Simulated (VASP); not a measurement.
# ScF3 (P4mm) in VASP: notebook

Runs on ScF3. Level: LDA. Tasks: single point.

All numbers are computed with VASP 6.6.1; they aren't measurements. Logs are shortened: lines on timing, memory, paths and dates and some standing lists are left out, and cuts for length are marked.

## 1. The cell of the first run

Symmetry: P4mm, No. 99, tetragonal system. The conventional cell has a = 4.012 Å, b = 4.012 Å, c = 4.012 Å, α = 90.00°, β = 90.00°, γ = 90.00°. Sc (site symmetry 4mm) has 5 F at 1.71 to 2.03 Å within 2.3 Å. Within 2.3 Å of F (site symmetry 4mm) lie 1 Sc at 1.71 Å. Within 2.7 Å of F (site symmetry 2mm) lie 2 Sc at 2.03 Å.

## 2. Single point, LDA (all Sc atoms moved -0.300 Å, as atom 1 along Cartesian [1 0 0])

INCAR

```
SYSTEM = ScF3
ALGO     = Normal         ! electronic algorithm
EDIFF    = 1E-7           ! SCF threshold, eV
ENCUT    = 520            ! plane-wave cutoff, eV
GGA      = CA             ! functional
ISIF     = 2              ! what is computed and relaxed
ISMEAR   = 0              ! smearing method
LASPH    = .True.         ! aspherical terms in the spheres
LCHARG   = .False.        ! write CHGCAR
LREAL    = .False.        ! projectors in reciprocal space
LWAVE    = .False.        ! write WAVECAR
NBANDS   = 24             ! bands
NELM     = 60             ! most SCF steps
PREC     = Accurate       ! precision mode
SIGMA    = 0.05           ! smearing width, eV
```

KPOINTS

```
k-points
0
Gamma
  6 6 6
  0 0 0
```

POSCAR

```
ScF3
1.0
    4.0124500000      0.0000000000      0.0000000000
    0.0000000000      4.0124500000      0.0000000000
    0.0000000000      0.0000000000      4.0124500000
Sc F
1 3
Direct
   -0.0747672868      0.0000000000      0.0000000000
    0.5000000000      0.0000000000      0.0000000000
    0.0000000000      0.5000000000      0.0000000000
    0.0000000000      0.0000000000      0.5000000000
```

Potentials or basis: VASP PAW LDA potentials, release 64 (Sc_sv, F).

On the command line:

```bash
cat potpaw_LDA.64/Sc_sv/POTCAR potpaw_LDA.64/F/POTCAR > POTCAR
mpirun -np 1 vasp_std > vasp.out
```

OUTCAR:

```text
SYSTEM = ScF3
   EDIFF = 1E-7
   ENCUT = 520
   GGA = CA
   ISIF = 2
   ISMEAR = 0
   LASPH = .True.
   LREAL = .False.
   NELM = 60
   PREC = Accurate

 ion  position               nearest neighbor table
   1  0.925  0.000  0.000-   2 1.71   3 2.03   4 2.03   4 2.03   3 2.03   2 2.31
   2  0.500  0.000  0.000-   1 1.71   1 2.31
   3  0.000  0.500  0.000-   1 2.03   1 2.03
   4  0.000  0.000  0.500-   1 2.03   1 2.03

  LATTYP: Found a simple cubic cell.
 ALAT       =     4.0124500000

  Lattice vectors:

 A1 = (   4.0124500000,   0.0000000000,   0.0000000000)
 A2 = (   0.0000000000,   4.0124500000,   0.0000000000)
 A3 = (   0.0000000000,   0.0000000000,   4.0124500000)

Analysis of symmetry for initial positions (statically):
=====================================================================
 Subroutine PRICEL returns:
 Original cell was already a primitive cell.

 Routine SETGRP: Setting up the symmetry group for a
 simple cubic supercell.

 Subroutine GETGRP returns: Found  8 space group operations
 (whereof  8 operations were pure point group operations)
 out of a pool of 48 trial point group operations.

The static configuration has the point symmetry C_4v.

Analysis of symmetry for dynamics (positions and initial velocities):
=====================================================================
 Subroutine PRICEL returns:
 Original cell was already a primitive cell.

 Routine SETGRP: Setting up the symmetry group for a
 simple cubic supercell.

 Subroutine GETGRP returns: Found  8 space group operations
 (whereof  8 operations were pure point group operations)
 out of a pool of 48 trial point group operations.

The dynamic configuration has the point symmetry C_4v.

 Subroutine INISYM returns: Found  8 space group operations
 (whereof  8 operations are pure point group operations),
 and found     1 'primitive' translations

----------------------------------------------------------------------------------------

                                     Primitive cell

  volume of cell :      64.5995

  direct lattice vectors                    reciprocal lattice vectors
[... 86 lines left out ...]
   LNONCOLLINEAR =      F non collinear calculations
   LSORBIT =      F    spin-orbit coupling
   LASPH  =      T    aspherical Exc in radial PAW
   ENCUT  =  520.0 eV  38.22 Ry    6.18 a.u.   7.46  7.46  7.46*2*pi/ulx,y,z
   NELM   =     60;   NELMIN=  2; NELMDL= -5     # of ELM steps
   EDIFF  = 0.1E-06   stopping-criterion for ELM
   LREAL  =      F    real-space projection
   EDIFFG = 0.1E-05   stopping-criterion for IOM
   NSW    =      0    number of steps for IOM
   IBRION =     -1    ionic relax: 0-MD 1-quasi-New 2-CG
   NFREE  =      0    steps in history (QN), initial steepest desc. (CG)
   ISIF   =      2    stress and relaxation
   ISYM   =      2    0-nonsym 1-usesym 2-fastsym
   POTIM  = 0.5000    time-step for ionic-motion
   TEBEG  =    0.0;   TEEND  =   0.0 temperature during run
   PSTRESS=    0.0 pullay stress
   NELECT =      32.0000    total number of electrons
   NUPDOWN=      -1.0000    fix difference up-down
   EMIN   =  10.00;   EMAX   =-10.00  energy-range for DOS
   EFERMI =   0.00;   METHOD = LEGACY
   ISMEAR =     0;   SIGMA  =   0.05  broadening in eV -4-tet -1-fermi 0-gaus
   EFERMI_NEDOS =   21; number of points for ismear=-14 and -15
   IALGO  =     38    algorithm
   IMIX   =      4    mixing-type and parameters
     AMIX     =   0.40;   BMIX     =  1.00
     AMIX_MAG =   1.60;   BMIX_MAG =  1.00
  volume/ion in A,a.u.               =      16.15       108.98
  Fermi-wavevector in a.u.,A,eV,Ry     =   1.295334  2.447827 22.829091  1.677891
  Thomas-Fermi vector in A             =   2.426861
   LORBIT       =      0    0 simple, 1 ext, 2 COOP (PROOUT), +10 PAW based schemes
   GGA     = CA    functional components
   LHFCALC =     F    Hartree Fock is set to
   AEXX    =    0.0000 exact exchange contribution
   IVDW    =     0    specifies the selected vdW correction
   LEPSILON=     F    determine dielectric tensor
   LRPA    =     F    only Hartree local field effects (RPA)
 non-spin polarized calculation
 Gauss-broadening in eV      SIGMA  =   0.05
  energy-cutoff  :      520.00
  volume of cell :       64.60
 maximum number of plane-waves:      1755
 NGX is ok and might be reduce to    30
   NGX = 15   NGY = 15   NGZ = 15

 number of electron      31.9999959 magnetization

 Free energy of the ion-electron system (eV)
  ---------------------------------------------------
  ext. energy  EPLUGINS =         0.00000000
  ---------------------------------------------------
  free energy    TOTEN  =       -28.94535459 eV

  energy without entropy =      -28.94535459  energy(sigma->0) =      -28.94535459

 E-fermi :  -3.2563     XC(G=0):  -8.8547

 val. band max:       -3.6142376676   @ k =   0.5000   0.5000   0.5000
 cond. band min:       2.6844730762   @ k =   0.0000   0.0000   0.0000
 fundamental gap:      6.2987107438
 Fermi energy:        -3.2563498151

 k-point     1 :       0.0000    0.0000    0.0000
  band No.  band energies     occupation
      1     -48.7643      2.00000
      2     -28.7546      2.00000
      3     -27.7383      2.00000
      4     -27.7383      2.00000
      5     -23.4205      2.00000
      6     -22.9577      2.00000
[... 637 lines left out ...]
     23       9.2490      0.00000
     24      11.3154      0.00000

 [... further k-points ...]

------------------------ aborting loop because EDIFF is reached ----------------------------------------

  FORCE on cell =-STRESS in cart. coord.  units (eV):
  Direction    XX          YY          ZZ          XY          YZ          ZX
  --------------------------------------------------------------------------------------
  -------------------------------------------------------------------------------------
  Total        7.4920822     -1.5286721     -1.5286721      0.0000000      0.0000000     -0.0000000
  in kB      185.8164754    -37.9136868    -37.9136868      0.0000000      0.0000000     -0.0000000
  external PRESSURE =      36.6630340 kB  Pullay stress =       0.0000000 kB

 VOLUME and BASIS-vectors are now :
 -----------------------------------------------------------------------------
  energy-cutoff  :      520.00
  volume of cell :       64.60
      direct lattice vectors                 reciprocal lattice vectors
     4.012450000  0.000000000  0.000000000     0.249224289  0.000000000  0.000000000
     0.000000000  4.012450000  0.000000000     0.000000000  0.249224289  0.000000000
     0.000000000  0.000000000  4.012450000     0.000000000  0.000000000  0.249224289

 POSITION                                       TOTAL-FORCE (eV/Angst)
 -----------------------------------------------------------------------------------
      3.71245      0.00000      0.00000         5.697266      0.000000     -0.000000
      2.00623      0.00000      0.00000        -5.276709     -0.000000      0.000000
      0.00000      2.00623      0.00000        -0.210279     -0.000000      0.000000
      0.00000      0.00000      2.00623        -0.210279     -0.000000      0.000000
 -----------------------------------------------------------------------------------
    total drift:                               -0.000061      0.000000      0.000000

  FREE ENERGIE OF THE ION-ELECTRON SYSTEM (eV)
  ---------------------------------------------------
  free  energy   TOTEN  =       -28.9453545874 eV

  energy  without entropy=      -28.9453545874  energy(sigma->0) =      -28.94535459
```

OSZICAR:

```text
N       E                     dE             d eps       ncg     rms          rms(c)
DAV:   1     0.404192941082E+03    0.40419E+03   -0.15283E+04  1928   0.138E+03
DAV:   2     0.255264606750E+01   -0.40164E+03   -0.37899E+03  2592   0.435E+02
DAV:   3    -0.323598292581E+02   -0.34912E+02   -0.34226E+02  2768   0.157E+02
DAV:   4    -0.331524859829E+02   -0.79266E+00   -0.79226E+00  2288   0.215E+01
DAV:   5    -0.331750580584E+02   -0.22572E-01   -0.22570E-01  2648   0.370E+00    0.202E+01
DAV:   6    -0.290720932205E+02    0.41030E+01   -0.12064E+01  2928   0.498E+01    0.942E+00
DAV:   7    -0.289980619915E+02    0.74031E-01   -0.83328E-01  2112   0.650E+00    0.550E+00
DAV:   8    -0.289540762580E+02    0.43986E-01   -0.23111E-01  3016   0.534E+00    0.100E+00
DAV:   9    -0.289450718926E+02    0.90044E-02   -0.29830E-02  2192   0.134E+00    0.201E-01
DAV:  10    -0.289452095716E+02   -0.13768E-03   -0.49230E-03  2720   0.935E-01    0.173E-01
DAV:  11    -0.289452976157E+02   -0.88044E-04   -0.49186E-04  2800   0.280E-01    0.563E-02
DAV:  12    -0.289453536702E+02   -0.56054E-04   -0.16046E-04  2000   0.915E-02    0.157E-02
DAV:  13    -0.289453539105E+02   -0.24025E-06   -0.12852E-05  2848   0.309E-02    0.349E-03
DAV:  14    -0.289453548306E+02   -0.92013E-06   -0.24232E-06  2432   0.130E-02    0.491E-03
DAV:  15    -0.289453545915E+02    0.23915E-06   -0.13380E-06  2992   0.933E-03    0.526E-04
DAV:  16    -0.289453545874E+02    0.40377E-08   -0.22179E-08  1304   0.308E-03
   1 F= -.28945355E+02 E0= -.28945355E+02  d E =-.236559E-25
```

Run time: 43 s. Hardware: 1 thread of Intel Xeon 6975P-C, shared host; peak memory 0.18 GiB.

What came out:

```yaml
Free_energy: -28.9454 eV
Pressure: 3.7 GPa
Largest_force: 5.697 eV/Å
Band_gap_on_the_k_mesh: 6.30 eV, indirect (least direct gap 6.85 eV)
```

Forces in eV/Å, atoms in the order of the input:
```
Sc   5.697  0.000  0.000
F   -5.277  0.000  0.000
F   -0.210  0.000  0.000
F   -0.210  0.000  0.000
```

Caveat: the cell differs from its parent crystal (all Sc atoms moved -0.300 Å, as atom 1 along Cartesian [1 0 0]); forces of over 1 eV/Å act on the atoms, so gaps and moduli don't describe the material at rest. A k mesh can miss the band edges.

## 3. Single point, LDA (all Sc atoms moved +0.225 Å, as atom 1 along Cartesian [1 0 0])

INCAR

```
ALGO = Normal ; EDIFF = 1E-7
ENCUT = 520 ; ISIF = 2
ISMEAR = 0 ; LASPH = T
LCHARG = F ; LREAL = F
LWAVE = F ; NBANDS = 24
NELM = 80 ; PREC = Accurate
SIGMA = 0.05
```

KPOINTS

```
k-points
0
Gamma
  6 6 6
```

POSCAR: that of step 2 with these lines changed.

```diff
@@ -8,3 +8,3 @@
 Direct
-   -0.0747672868      0.0000000000      0.0000000000
+    0.0560754651      0.0000000000      0.0000000000
     0.5000000000      0.0000000000      0.0000000000
```

Potentials or basis: VASP PAW LDA potentials, release 64 (Sc_sv, F).

On the command line:

```bash
cat potpaw_LDA.64/Sc_sv/POTCAR potpaw_LDA.64/F/POTCAR > POTCAR
mpirun -np 1 vasp_std > vasp.out
```

OUTCAR:

```text
EDIFF = 1E-7
   ENCUT = 520
   ISIF = 2
   ISMEAR = 0
   LASPH = T
   LREAL = F
   NELM = 80
   PREC = Accurate

 ion  position               nearest neighbor table
   1  0.056  0.000  0.000-   2 1.78   3 2.02   4 2.02   4 2.02   3 2.02   2 2.23
   2  0.500  0.000  0.000-   1 1.78   1 2.23
   3  0.000  0.500  0.000-   1 2.02   1 2.02
   4  0.000  0.000  0.500-   1 2.02   1 2.02

  LATTYP: Found a simple cubic cell.
 ALAT       =     4.0124500000

  Lattice vectors:

 A1 = (   4.0124500000,   0.0000000000,   0.0000000000)
 A2 = (   0.0000000000,   4.0124500000,   0.0000000000)
 A3 = (   0.0000000000,   0.0000000000,   4.0124500000)

Analysis of symmetry for initial positions (statically):
=====================================================================
 Subroutine PRICEL returns:
 Original cell was already a primitive cell.

 Routine SETGRP: Setting up the symmetry group for a
[... 168 lines left out ...]
  ---------------------------------------------------
  free energy    TOTEN  =       -29.27630220 eV

  energy without entropy =      -29.27630220  energy(sigma->0) =      -29.27630220

 E-fermi :  -3.4701     XC(G=0):  -8.8624

 val. band max:       -3.7193302048   @ k =   0.5000   0.5000   0.5000
 cond. band min:       2.5351796918   @ k =   0.0000   0.0000   0.0000
 fundamental gap:      6.2545098966
 Fermi energy:        -3.4701183987

 k-point     1 :       0.0000    0.0000    0.0000
  band No.  band energies     occupation
      1     -48.9122      2.00000
      2     -28.4477      2.00000
      3     -27.9196      2.00000
      4     -27.9196      2.00000
      5     -23.4833      2.00000
      6     -23.0826      2.00000
[... 637 lines left out ...]
     23       9.1737      0.00000
     24      11.3761      0.00000

 [... further k-points ...]

------------------------ aborting loop because EDIFF is reached ----------------------------------------

  FORCE on cell =-STRESS in cart. coord.  units (eV):
  Direction    XX          YY          ZZ          XY          YZ          ZX
  --------------------------------------------------------------------------------------
  -------------------------------------------------------------------------------------
  Total        3.6179192     -1.2920944     -1.2920944      0.0000000      0.0000000      0.0000000
  in kB       89.7305935    -32.0461557    -32.0461557      0.0000000      0.0000000      0.0000000
  external PRESSURE =       8.5460940 kB  Pullay stress =       0.0000000 kB

 VOLUME and BASIS-vectors are now :
 -----------------------------------------------------------------------------
  energy-cutoff  :      520.00
  volume of cell :       64.60
      direct lattice vectors                 reciprocal lattice vectors
     4.012450000  0.000000000  0.000000000     0.249224289  0.000000000  0.000000000
     0.000000000  4.012450000  0.000000000     0.000000000  0.249224289  0.000000000
     0.000000000  0.000000000  4.012450000     0.000000000  0.000000000  0.249224289

 POSITION                                       TOTAL-FORCE (eV/Angst)
 -----------------------------------------------------------------------------------
      0.22500      0.00000      0.00000        -3.299187     -0.000000      0.000000
      2.00623      0.00000      0.00000         3.049490      0.000000     -0.000000
      0.00000      2.00623      0.00000         0.124849      0.000000     -0.000000
      0.00000      0.00000      2.00623         0.124849      0.000000     -0.000000
 -----------------------------------------------------------------------------------
    total drift:                               -0.000139      0.000000      0.000000

  FREE ENERGIE OF THE ION-ELECTRON SYSTEM (eV)
  ---------------------------------------------------
  free  energy   TOTEN  =       -29.2763022019 eV

  energy  without entropy=      -29.2763022019  energy(sigma->0) =      -29.27630220
```

It took 40 s on 1 thread of Intel Xeon 6975P-C, shared host; peak memory 0.18 GiB.

Results:

| Item | Value |
| --- | --- |
| Free energy | -29.2763 eV |
| Pressure | 0.9 GPa |
| Largest force | 3.299 eV/Å |
| Band gap on the k mesh | 6.25 eV, indirect (least direct gap 6.81 eV) |

Forces in eV/Å, atoms in the order of the input:
```
Sc  -3.299  0.000  0.000
F    3.049  0.000  0.000
F    0.125  0.000  0.000
F    0.125  0.000  0.000
```

Caveat: the cell differs from its parent crystal (all Sc atoms moved +0.225 Å, as atom 1 along Cartesian [1 0 0]); forces of over 1 eV/Å act on the atoms, so gaps and moduli don't describe the material at rest.

(Part 1 of 2 ends here.)
